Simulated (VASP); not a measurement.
# TiO2 (R-3m) in VASP: further runs

The runs below take TiO2 through single point, with PBEsol, r2SCAN.

Program: VASP 6.6.1. These are calculated values, not measurements. Logs are shortened: lines on timing, memory, paths and dates and some standing lists are left out, and cuts for length are marked.

### Step 1. The cell of the first run

It takes space group R-3m (No. 166, trigonal). Conventional cell: a = 2.995 Å, b = 2.995 Å, c = 20.945 Å, α = 90.00°, β = 90.00°, γ = 120.00°. Within 2.6 Å of Ti (site symmetry -3m) lie 6 O at 1.98 Å. O (site symmetry 3m) has 3 Ti at 1.98 Å and 3 O at 2.60 Å within 2.6 Å.

### Step 2. Single point, PBEsol

Contents of INCAR:

```
PREC = Accurate
ENCUT = 520
EDIFF = 1E-7
ISMEAR = -1
SIGMA = 0.05
LREAL = False
LASPH = True
NELM = 100
ALGO = Normal
ISIF = 2
LWAVE = False
LCHARG = False
GGA = PS
NBANDS = 19
```

Contents of KPOINTS:

```
regular mesh
0
Gamma
  12 12 12
```

Contents of POSCAR:

```
TiO2
1.0
    1.4973312015      0.8644845722      6.9815443949
   -1.4973312015      0.8644845722      6.9815443949
    0.0000000000     -1.7289691445      6.9815443949
Ti O
1 2
Direct
    0.0000000000      0.0000000000      0.0000000000
    0.3795330000      0.3795330000      0.3795330000
    0.6204670000      0.6204670000      0.6204670000
```

Potentials or basis: VASP PAW PBE potentials, release 64 (Ti_sv, O).

On the command line:

```bash
> cat potpaw_PBE.64/Ti_sv/POTCAR potpaw_PBE.64/O/POTCAR > POTCAR
> mpirun -np 1 vasp_std > vasp.out
```

OUTCAR:

```text
PREC = Accurate
   ENCUT = 520
   EDIFF = 1E-7
   ISMEAR = -1
   LREAL = False
   LASPH = True
   NELM = 100
   ISIF = 2
   GGA = PS

 ion  position               nearest neighbor table
   1  0.000  0.000  0.000-   3 1.98   2 1.98   3 1.98   3 1.98   2 1.98   2 1.98
   2  0.380  0.380  0.380-   1 1.98   1 1.98   1 1.98
   3  0.620  0.620  0.620-   1 1.98   1 1.98   1 1.98

  LATTYP: Found a trigonal (rhomboedric) cell.
 ALAT       =     7.1924471802
 COS(alpha) =     0.9133213014

  Lattice vectors:

 A1 = (   1.4973312015,   0.8644845722,   6.9815443949)
 A2 = (  -1.4973312015,   0.8644845722,   6.9815443949)
 A3 = (   0.0000000000,  -1.7289691445,   6.9815443949)

Analysis of symmetry for initial positions (statically):
=====================================================================
 Subroutine PRICEL returns:
 Original cell was already a primitive cell.

 Routine SETGRP: Setting up the symmetry group for a
 trigonal (rhombohedral) supercell.

 Subroutine GETGRP returns: Found 12 space group operations
 (whereof 12 operations were pure point group operations)
 out of a pool of 12 trial point group operations.

The static configuration has the point symmetry D_3d.

Analysis of symmetry for dynamics (positions and initial velocities):
=====================================================================
 Subroutine PRICEL returns:
 Original cell was already a primitive cell.

 Routine SETGRP: Setting up the symmetry group for a
 trigonal (rhombohedral) supercell.

 Subroutine GETGRP returns: Found 12 space group operations
 (whereof 12 operations were pure point group operations)
 out of a pool of 12 trial point group operations.

The dynamic configuration has the point symmetry D_3d.

 Subroutine INISYM returns: Found 12 space group operations
 (whereof 12 operations are pure point group operations),
 and found     1 'primitive' translations

----------------------------------------------------------------------------------------

                                     Primitive cell

  volume of cell :      54.2223

  direct lattice vectors                    reciprocal lattice vectors
     1.497331201  0.864484572  6.981544395     0.333927457  0.192793107  0.047744928
    -1.497331201  0.864484572  6.981544395    -0.333927457  0.192793107  0.047744928
     0.000000000 -1.728969144  6.981544395     0.000000000 -0.385586214  0.047744928
[... 78 lines left out ...]
   ISTART =      0    job   : 0-new  1-cont  2-samecut
   ICHARG =      2    charge: 1-file 2-atom 10-const
   ISPIN  =      1    spin polarized calculation?
   LNONCOLLINEAR =      F non collinear calculations
   LSORBIT =      F    spin-orbit coupling
   LASPH  =      T    aspherical Exc in radial PAW
   ENCUT  =  520.0 eV  38.22 Ry    6.18 a.u.  13.37 13.37 13.37*2*pi/ulx,y,z
   NELM   =    100;   NELMIN=  2; NELMDL= -5     # of ELM steps
   EDIFF  = 0.1E-06   stopping-criterion for ELM
   LREAL  =      F    real-space projection
   EDIFFG = 0.1E-05   stopping-criterion for IOM
   NSW    =      0    number of steps for IOM
   IBRION =     -1    ionic relax: 0-MD 1-quasi-New 2-CG
   NFREE  =      0    steps in history (QN), initial steepest desc. (CG)
   ISIF   =      2    stress and relaxation
   ISYM   =      2    0-nonsym 1-usesym 2-fastsym
   POTIM  = 0.5000    time-step for ionic-motion
   TEBEG  =    0.0;   TEEND  =   0.0 temperature during run
   PSTRESS=    0.0 pullay stress
   NELECT =      24.0000    total number of electrons
   NUPDOWN=      -1.0000    fix difference up-down
   EMIN   =  10.00;   EMAX   =-10.00  energy-range for DOS
   EFERMI =   0.00;   METHOD = LEGACY
   ISMEAR =    -1;   SIGMA  =   0.05  broadening in eV -4-tet -1-fermi 0-gaus
   EFERMI_NEDOS =   21; number of points for ismear=-14 and -15
   IALGO  =     38    algorithm
   IMIX   =      4    mixing-type and parameters
     AMIX     =   0.40;   BMIX     =  1.00
     AMIX_MAG =   1.60;   BMIX_MAG =  1.00
  volume/ion in A,a.u.               =      18.07       121.97
  Fermi-wavevector in a.u.,A,eV,Ry     =   1.247630  2.357680 21.178579  1.556582
  Thomas-Fermi vector in A             =   2.381754
   LORBIT       =      0    0 simple, 1 ext, 2 COOP (PROOUT), +10 PAW based schemes
   GGA     = PS    functional components
   LHFCALC =     F    Hartree Fock is set to
   AEXX    =    0.0000 exact exchange contribution
   IVDW    =     0    specifies the selected vdW correction
   LEPSILON=     F    determine dielectric tensor
   LRPA    =     F    only Hartree local field effects (RPA)
 non-spin polarized calculation
  energy-cutoff  :      520.00
  volume of cell :       54.22
 maximum number of plane-waves:      1507
 NGX is ok and might be reduce to    54
   NGX = 27   NGY = 27   NGZ = 27

 number of electron      24.0000006 magnetization

 Free energy of the ion-electron system (eV)
  ---------------------------------------------------
  ext. energy  EPLUGINS =         0.00000000
  ---------------------------------------------------
  free energy    TOTEN  =       -27.63123991 eV

  energy without entropy =      -27.63123991  energy(sigma->0) =      -27.63123991

 E-fermi :   0.0850     XC(G=0):  -7.7385

 val. band max:       -1.1927887265   @ k =  -0.1667   0.1667   0.0000
 cond. band min:       1.4605870448   @ k =   0.0000   0.0000   0.0000
 fundamental gap:      2.6533757713
 Fermi energy:         0.0850007487

 k-point     1 :       0.0000    0.0000    0.0000
  band No.  band energies     occupation
      1     -57.3062      2.00000
      2     -33.6780      2.00000
      3     -33.3970      2.00000
      4     -33.3970      2.00000
      5     -18.5076      2.00000
      6     -16.7249      2.00000
[... 505 lines left out ...]
      6     -16.9738      2.00000
[... 11 lines left out ...]
     18      11.4040      0.00000
     19      11.5580      0.00000

 [... further k-points ...]
[... 5 lines left out ...]
  --------------------------------------------------------------------------------------
  -------------------------------------------------------------------------------------
  Total       -1.5757842     -1.5757842     -0.8025457      0.0000000      0.0000000      0.0000000
  in kB      -46.5617657    -46.5617657    -23.7138727      0.0000000      0.0000000      0.0000000
  external PRESSURE =     -38.9458013 kB  Pullay stress =       0.0000000 kB

 VOLUME and BASIS-vectors are now :
 -----------------------------------------------------------------------------
  energy-cutoff  :      520.00
  volume of cell :       54.22
      direct lattice vectors                 reciprocal lattice vectors
     1.497331201  0.864484572  6.981544395     0.333927457  0.192793107  0.047744928
    -1.497331201  0.864484572  6.981544395    -0.333927457  0.192793107  0.047744928
     0.000000000 -1.728969144  6.981544395     0.000000000 -0.385586214  0.047744928

 POSITION                                       TOTAL-FORCE (eV/Angst)
 -----------------------------------------------------------------------------------
      0.00000      0.00000      0.00000         0.000000     -0.000000     -0.000000
      0.00000     -0.00000      7.94918         0.000000      0.000000     -0.384934
      0.00000     -0.00000     12.99545         0.000000     -0.000000      0.384934
 -----------------------------------------------------------------------------------
    total drift:                                0.000000      0.000000     -0.000000

  FREE ENERGIE OF THE ION-ELECTRON SYSTEM (eV)
  ---------------------------------------------------
  free  energy   TOTEN  =       -27.6312399128 eV

  energy  without entropy=      -27.6312399128  energy(sigma->0) =      -27.63123991
```

OSZICAR:

```text
N       E                     dE             d eps       ncg     rms          rms(c)
DAV:   1     0.268893200372E+03    0.26889E+03   -0.12574E+04  7182   0.131E+03
DAV:   2    -0.778588666013E+01   -0.27668E+03   -0.26406E+03  8409   0.377E+02
DAV:   3    -0.342492417441E+02   -0.26463E+02   -0.26247E+02  8335   0.127E+02
DAV:   4    -0.355608592636E+02   -0.13116E+01   -0.13096E+01 10823   0.251E+01
DAV:   5    -0.355826905771E+02   -0.21831E-01   -0.21829E-01  8371   0.314E+00    0.217E+01
DAV:   6    -0.284701256325E+02    0.71126E+01   -0.40708E+01  8566   0.749E+01    0.966E+00
DAV:   7    -0.278434367937E+02    0.62669E+00   -0.11212E+01  7993   0.302E+01    0.701E+00
DAV:   8    -0.276497919189E+02    0.19364E+00   -0.15854E+00  7398   0.146E+01    0.181E+00
DAV:   9    -0.276661540269E+02   -0.16362E-01   -0.14630E-01  9448   0.308E+00    0.183E+00
DAV:  10    -0.276346562011E+02    0.31498E-01   -0.78616E-02  7683   0.319E+00    0.779E-01
DAV:  11    -0.276310207213E+02    0.36355E-02   -0.25890E-02  7891   0.179E+00    0.143E-01
DAV:  12    -0.276312575142E+02   -0.23679E-03   -0.32838E-03  7325   0.753E-01    0.132E-01
DAV:  13    -0.276312708228E+02   -0.13309E-04   -0.72891E-04  7210   0.219E-01    0.412E-02
DAV:  14    -0.276312592383E+02    0.11585E-04   -0.19476E-04  8351   0.144E-01    0.448E-02
DAV:  15    -0.276312405141E+02    0.18724E-04   -0.10419E-04  7302   0.122E-01    0.816E-03
DAV:  16    -0.276312400248E+02    0.48930E-06   -0.67885E-06  8875   0.256E-02    0.345E-03
DAV:  17    -0.276312399106E+02    0.11416E-06   -0.44309E-07  7580   0.582E-03    0.915E-04
DAV:  18    -0.276312399128E+02   -0.22237E-08   -0.51414E-08  4788   0.236E-03
   1 F= -.27631240E+02 E0= -.27631240E+02  d E =-.313064E-11
```

Run time: 11 min. Hardware: 1 thread of AMD EPYC 9R45 (Zen 5), shared host; peak memory 0.47 GiB.

What came out:

```yaml
Free_energy: -27.6312 eV
Pressure: -3.9 GPa
Largest_force: 0.385 eV/Å
Band_gap_on_the_k_mesh: 2.65 eV (least direct gap 2.83 eV)
```

Forces on the atoms (eV/Å):
```
Ti   0.000  0.000  0.000
O    0.000  0.000 -0.385
O    0.000  0.000  0.385
```

Levels at points of the mesh, in eV from the valence-band top:
```tsv
k point	band 9	band 10	band 11	band 12	band 13	band 14	band 15	band 16
(0.00, 0.00, 0.00)	-3.61	-0.61	-0.17	-0.17	2.65	2.65	4.36	6.86
(0.50, 0.00, 0.00)	-2.56	-1.67	-1.21	-0.64	2.91	3.70	3.77	6.31
(0.50, 0.50, 0.00)	-2.56	-1.68	-1.21	-0.63	2.91	3.70	3.77	6.30
(0.50, 0.50, 0.50)	-3.61	-0.67	-0.17	-0.17	2.65	2.65	4.37	6.86
```

Caveat: the cell stands under tension; the PAW data sets were made with another functional, which shifts forces and pressure a little.

[end of part 1 of 2]
